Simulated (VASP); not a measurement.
# Be2ZnO3 (P6/mmm) in VASP: notebook, part 2 of 2

VASP 6.6.1. Earlier steps stand in the parts before.

## Step 3: Single point, PBE

This run uses another cell than the first one, of 8.56 Å³/atom.

INCAR reads:

```
ALGO = Normal ; EDIFF = 1E-6
ENCUT = 520 ; GGA = PE
ISIF = 2 ; ISMEAR = 0
LASPH = T ; LCHARG = F
LREAL = F ; LWAVE = F
NBANDS = 26 ; NELM = 100
PREC = Accurate ; SIGMA = 0.1
```

KPOINTS reads:

```
k-points
0
Gamma
  6 6 6
```

POSCAR reads:

```
Be2ZnO3
1.0
    4.7445082200      0.0000000000      0.0000000000
   -2.3722541100      4.1088646500      0.0000000000
    0.0000000000      0.0000000000      2.6352648600
Be Zn O
2 1 3
Direct
    0.3333333300      0.6666666700      0.0000000000
    0.6666666700      0.3333333300      0.0000000000
    0.0000000000      0.0000000000      0.0000000000
    0.5000000000      0.0000000000      0.5000000000
    0.5000000000      0.5000000000      0.5000000000
    0.0000000000      0.5000000000      0.5000000000
```

Potentials or basis: VASP PAW PBE potentials, release 64 (Be, Zn, O).

Command:

```bash
$ cat potpaw_PBE.64/Be/POTCAR potpaw_PBE.64/Zn/POTCAR potpaw_PBE.64/O/POTCAR > POTCAR
$ mpirun -np 1 vasp_std > vasp.out
```

OUTCAR:

```text
EDIFF = 1E-6
   ENCUT = 520
   GGA = PE
   ISIF = 2
   ISMEAR = 0
   LASPH = T
   LREAL = F
   NELM = 100
   PREC = Accurate

 ion  position               nearest neighbor table
   1  0.333  0.667  0.000-   6 1.90   6 1.90   4 1.90   4 1.90   5 1.90   5 1.90
   2  0.667  0.333  0.000-   6 1.90   6 1.90   4 1.90   4 1.90   5 1.90   5 1.90
   3  0.000  0.000  0.000-
   4  0.500  0.000  0.500-   1 1.90   2 1.90   1 1.90   2 1.90
   5  0.500  0.500  0.500-   1 1.90   2 1.90   1 1.90   2 1.90
   6  0.000  0.500  0.500-   1 1.90   2 1.90   1 1.90   2 1.90

  LATTYP: Found a hexagonal cell.
 ALAT       =     4.7445082200
 C/A-ratio  =     0.5554347759

  Lattice vectors:

 A1 = (   4.7445082200,   0.0000000000,   0.0000000000)
 A2 = (  -2.3722541100,   4.1088646500,   0.0000000000)
 A3 = (   0.0000000000,   0.0000000000,   2.6352648600)

Analysis of symmetry for initial positions (statically):
=====================================================================
 Subroutine PRICEL returns:
 Original cell was already a primitive cell.

 Routine SETGRP: Setting up the symmetry group for a
 hexagonal supercell.

 Subroutine GETGRP returns: Found 24 space group operations
 (whereof 24 operations were pure point group operations)
 out of a pool of 24 trial point group operations.

The static configuration has the point symmetry D_6h.

Analysis of symmetry for dynamics (positions and initial velocities):
=====================================================================
 Subroutine PRICEL returns:
 Original cell was already a primitive cell.

 Routine SETGRP: Setting up the symmetry group for a
 hexagonal supercell.

 Subroutine GETGRP returns: Found 24 space group operations
 (whereof 24 operations were pure point group operations)
 out of a pool of 24 trial point group operations.

The dynamic configuration has the point symmetry D_6h.

 Subroutine INISYM returns: Found 24 space group operations
 (whereof 24 operations are pure point group operations),
 and found     1 'primitive' translations

----------------------------------------------------------------------------------------

                                     Primitive cell

  volume of cell :      51.3733

  direct lattice vectors                    reciprocal lattice vectors
     4.744508220  0.000000000  0.000000000     0.210770001  0.121688116  0.000000000
    -2.372254110  4.108864650  0.000000000     0.000000000  0.243376233  0.000000000
     0.000000000  0.000000000  2.635264860     0.000000000  0.000000000  0.379468499

  length of vectors
     4.744508220  4.744508223  2.635264860     0.243376233  0.243376233  0.379468499

  position of ions in fractional coordinates (direct lattice)
     0.333333330  0.666666670  0.000000000
     0.666666670  0.333333330  0.000000000
     0.000000000  0.000000000  0.000000000
     0.500000000  0.000000000  0.500000000
     0.500000000  0.500000000  0.500000000
     0.000000000  0.500000000  0.500000000

[... 31 lines left out ...]
 ===========================================

 Found     28 irreducible k-points:

 Following reciprocal coordinates:
            Coordinates               Weight
  0.000000  0.000000  0.000000      1.000000
  0.166667  0.000000  0.000000      6.000000
  0.333333 -0.000000  0.000000      6.000000
  0.500000 -0.000000  0.000000      3.000000
  0.166667  0.166667  0.000000      6.000000
  0.333333  0.166667  0.000000     12.000000
[... 16 lines left out ...]
  0.166667  0.000000  0.500000      6.000000
  0.333333 -0.000000  0.500000      6.000000
 [... further k-points ...]
   k-points           NKPTS =     28   k-points in BZ     NKDIM =     28   number of bands    NBANDS=     26
   number of dos      NEDOS =    301   number of ions     NIONS =      6
   total plane-waves  NPLWV =  25920
   dimension x,y,z NGX =    36 NGY =   36 NGZ =   20
   dimension x,y,z NGXF=    72 NGYF=   72 NGZF=   40
   ions per type =               2   1   3
   NGX,Y,Z   is equivalent  to a cutoff of  12.61, 12.61, 12.62 a.u.
   NGXF,Y,Z  is equivalent  to a cutoff of  25.23, 25.23, 25.23 a.u.
 SYSTEM =  unknown system
   PREC   = accura    normal or accurate (medium, high low for compatibility)
   ISTART =      0    job   : 0-new  1-cont  2-samecut
   ICHARG =      2    charge: 1-file 2-atom 10-const
   ISPIN  =      1    spin polarized calculation?
   LNONCOLLINEAR =      F non collinear calculations
   LSORBIT =      F    spin-orbit coupling
   LASPH  =      T    aspherical Exc in radial PAW
   ENCUT  =  520.0 eV  38.22 Ry    6.18 a.u.   8.82  8.82  4.90*2*pi/ulx,y,z
   NELM   =    100;   NELMIN=  2; NELMDL= -5     # of ELM steps
   EDIFF  = 0.1E-05   stopping-criterion for ELM
   LREAL  =      F    real-space projection
   EDIFFG = 0.1E-04   stopping-criterion for IOM
   NSW    =      0    number of steps for IOM
   IBRION =     -1    ionic relax: 0-MD 1-quasi-New 2-CG
   NFREE  =      0    steps in history (QN), initial steepest desc. (CG)
   ISIF   =      2    stress and relaxation
   ISYM   =      2    0-nonsym 1-usesym 2-fastsym
   POTIM  = 0.5000    time-step for ionic-motion
   TEBEG  =    0.0;   TEEND  =   0.0 temperature during run
   PSTRESS=    0.0 pullay stress
   NELECT =      34.0000    total number of electrons
   NUPDOWN=      -1.0000    fix difference up-down
   EMIN   =  10.00;   EMAX   =-10.00  energy-range for DOS
   EFERMI =   0.00;   METHOD = LEGACY
   ISMEAR =     0;   SIGMA  =   0.10  broadening in eV -4-tet -1-fermi 0-gaus
   EFERMI_NEDOS =   21; number of points for ismear=-14 and -15
   IALGO  =     38    algorithm
   IMIX   =      4    mixing-type and parameters
     AMIX     =   0.40;   BMIX     =  1.00
     AMIX_MAG =   1.60;   BMIX_MAG =  1.00
  volume/ion in A,a.u.               =       8.56        57.78
  Fermi-wavevector in a.u.,A,eV,Ry     =   1.426665  2.696006 27.692935  2.035373
  Thomas-Fermi vector in A             =   2.546918
   LORBIT       =      0    0 simple, 1 ext, 2 COOP (PROOUT), +10 PAW based schemes
   GGA     = PE    functional components
   LHFCALC =     F    Hartree Fock is set to
   AEXX    =    0.0000 exact exchange contribution
   IVDW    =     0    specifies the selected vdW correction
   LEPSILON=     F    determine dielectric tensor
   LRPA    =     F    only Hartree local field effects (RPA)
 non-spin polarized calculation
 Gauss-broadening in eV      SIGMA  =   0.10
  energy-cutoff  :      520.00
  volume of cell :       51.37
 maximum number of plane-waves:      1438
 NGX is ok and might be reduce to    36
   NGX = 17   NGY = 17   NGZ =  9

 number of electron      33.9999975 magnetization

 Free energy of the ion-electron system (eV)
  ---------------------------------------------------
  ext. energy  EPLUGINS =         0.00000000
  ---------------------------------------------------
  free energy    TOTEN  =       -29.62829981 eV

  energy without entropy =      -29.61521421  energy(sigma->0) =      -29.62175701

 E-fermi :   4.4639     XC(G=0): -11.5076

 val. band max:        4.4635929089   @ k =   0.0000   0.0000   0.5000
 cond. band min:       4.4731025440   @ k =   0.1667   0.0000   0.3333
 fundamental gap:      0.0095096351
 Fermi energy:         4.4639004274

 k-point     1 :       0.0000    0.0000    0.0000
  band No.  band energies     occupation
      1     -15.2922      2.00000
      2     -12.9107      2.00000
      3     -12.9107      2.00000
      4      -3.4475      2.00000
      5      -3.0907      2.00000
      6      -2.7699      2.00000
[... 685 lines left out ...]
     25      16.1678      0.00000
     26      18.0566      0.00000

 [... further k-points ...]

------------------------ aborting loop because EDIFF is reached ----------------------------------------

  FORCE on cell =-STRESS in cart. coord.  units (eV):
  Direction    XX          YY          ZZ          XY          YZ          ZX
  --------------------------------------------------------------------------------------
  -------------------------------------------------------------------------------------
  Total        3.7427362      3.7427362    -14.3986645      0.0000000     -0.0000000      0.0000000
  in kB      116.7246271    116.7246273   -449.0508110      0.0000000     -0.0000000      0.0000000
  external PRESSURE =     -71.8671855 kB  Pullay stress =       0.0000000 kB

 VOLUME and BASIS-vectors are now :
 -----------------------------------------------------------------------------
  energy-cutoff  :      520.00
  volume of cell :       51.37
      direct lattice vectors                 reciprocal lattice vectors
     4.744508220  0.000000000  0.000000000     0.210770001  0.121688116  0.000000000
    -2.372254110  4.108864650  0.000000000     0.000000000  0.243376233  0.000000000
     0.000000000  0.000000000  2.635264860     0.000000000  0.000000000  0.379468499

 POSITION                                       TOTAL-FORCE (eV/Angst)
 -----------------------------------------------------------------------------------
     -0.00000      2.73924      0.00000        -0.000000      0.000000      0.000000
      2.37225      1.36962      0.00000         0.000000     -0.000000      0.000000
      0.00000      0.00000      0.00000        -0.000000     -0.000000      0.000000
      2.37225      0.00000      1.31763        -0.000000     -0.000000      0.000000
      1.18613      2.05443      1.31763        -0.000000     -0.000000      0.000000
     -1.18613      2.05443      1.31763        -0.000000     -0.000000      0.000000
 -----------------------------------------------------------------------------------
    total drift:                                0.000000      0.000000      0.000000

  FREE ENERGIE OF THE ION-ELECTRON SYSTEM (eV)
  ---------------------------------------------------
  free  energy   TOTEN  =       -29.6282998116 eV

  energy  without entropy=      -29.6152142086  energy(sigma->0) =      -29.62175701
```

stdout:

```text
POSCAR found type information on POSCAR BeZnO
 POSCAR found :  3 types and       6 ions
 scaLAPACK will be used
 LDA part: xc-table for (Slater+PW92), standard interpolation
 POSCAR, INCAR and KPOINTS ok, starting setup
 FFT: planning ... GRIDC
 FFT: planning ... GRID_SOFT
 FFT: planning ... GRID
 WAVECAR not read
 entering main loop
```

Run time: 48 s. Hardware: 1 thread of Intel Xeon 8259CL, shared host; peak memory 0.18 GiB.

What came out:

| Quantity | Value |
| --- | --- |
| Free energy | -29.6283 eV |
| Pressure | -7.2 GPa |
| Band gap on the k mesh | zero (bands 17 and 18 overlap by 0.64 eV) |

Caveat: the k points lie up to 0.40 Å⁻¹ apart, too coarse for converged energies and pressures of a metal; semilocal functionals underestimate gaps, so a narrow gap can read as zero.

## Step 4: Relaxation of cell and atoms, PBE

This run uses another cell than the first one, of 8.56 Å³/atom.

INCAR reads:

```
ALGO = Normal
EDIFF = 1E-6
EDIFFG = -0.04
ENCUT = 600
GGA = PE
IBRION = 2
ISIF = 3
ISMEAR = 0
LASPH = T
LCHARG = F
LREAL = F
LWAVE = F
NELM = 80
NSW = 90
PREC = Accurate
SIGMA = 0.1
```

KPOINTS is that of step 3.

POSCAR is that of step 3.

Command:

```bash
$ cat potpaw_PBE.64/Be/POTCAR potpaw_PBE.64/Zn/POTCAR potpaw_PBE.64/O/POTCAR > POTCAR
$ mpirun -np 1 vasp_std > vasp.out
```

It took 2.9 min on 1 thread of Intel Xeon 8259CL, shared host; peak memory 0.22 GiB.

It converged, with:

```yaml
Free_energy: -30.3927 eV
Relaxed_volume: 8.24 Å³/atom
Relaxed_cell: a = 4.914 Å, b = 4.914 Å, c = 2.366 Å, α = 90.00°, β = 90.00°, γ = 120.00°
Space_group_after_relaxing_to_0.1_Å: P6/mmm (No. 191)
Energy_gained_by_relaxing: 126.3 meV/atom
Ionic_steps: 6
Pressure_after_relaxing: -0.2 GPa
Band_gap_on_the_k_mesh: zero (bands 17 and 18 overlap by 0.88 eV)
```

Stress tensor (GPa, compression positive):
```
-0.26  0.00  0.00
 0.00 -0.26  0.00
 0.00  0.00 -0.05
```

The path:
```tsv
step	energy change (eV)	largest force (eV/Å)	pressure (GPa)	volume (Å³)
1	0.0000	0.0000	-7.43	51.37
2	-0.7330	0.0000	4.98	48.11
3	-0.7482	0.0000	2.25	48.62
4	-0.7490	0.0000	2.79	48.52
5	-0.7487	0.0000	3.11	48.46
6	-0.7579	0.0000	-0.19	49.47
```

Final structure:
```
Be Zn O
1.0
     4.91370    0.00000    0.00000
    -2.45685    4.25538    0.00000
     0.00000    0.00000    2.36588
Be Zn O
2 1 3
Direct
  0.33333 0.66667 0.00000
  0.66667 0.33333 0.00000
  0.00000 0.00000 0.00000
  0.50000 0.00000 0.50000
  0.50000 0.50000 0.50000
  0.00000 0.50000 0.50000
```

Levels at points of the mesh, in eV from the Fermi level:
| k point | band 14 | band 15 | band 16 | band 17 | band 18 | band 19 | band 20 | band 21 |
| --- | --- | --- | --- | --- | --- | --- | --- | --- |
| (0.00, 0.00, 0.00) | -1.26 | -1.10 | -0.75 | 0.19 | 0.19 | 7.56 | 7.56 | 8.55 |
| (0.50, 0.00, 0.00) | -0.88 | -0.69 | -0.29 | 0.19 | 0.44 | 3.72 | 6.38 | 10.47 |
| (0.00, 0.00, 0.50) | -2.97 | -0.04 | -0.04 | 0.06 | 1.72 | 4.61 | 4.85 | 4.85 |
| (0.50, 0.00, 0.50) | -3.04 | -1.73 | -1.58 | -0.01 | 2.84 | 3.47 | 7.06 | 8.21 |

Caveat: the k points lie up to 0.44 Å⁻¹ apart in the final cell, too coarse for converged energies and pressures of a metal.

## Step 5: Overview

| task | cell | cutoff (eV) | gap on the mesh (eV) | pressure (GPa) |
| --- | --- | --- | --- | --- |
| single point | a = 4.910, b = 4.910, c = 2.365 Å, angles 90.0, 90.0, 120.0°, 6 atoms | 520 | none | 0.3 |
| single point | a = 4.745, b = 4.745, c = 2.635 Å, angles 90.0, 90.0, 120.0°, 6 atoms | 520 | none | -7.2 |
| relaxation of cell and atoms | relaxed from a = 4.745, b = 4.745, c = 2.635 Å, angles 90.0, 90.0, 120.0°, 6 atoms | 600 | none | -0.2 |

Alike in all rows: level PBE; potentials or basis VASP PAW PBE potentials, release 64 (Be, Zn, O); no spin polarisation; k mesh 6 × 6 × 6; smearing gaussian 0.1 eV.

Caveats: all runs use coarse meshes; semilocal functionals underestimate gaps, so a narrow gap can read as zero (at least some runs).

Total energies depend on the potentials used, so only differences within one code and one set of settings carry meaning.
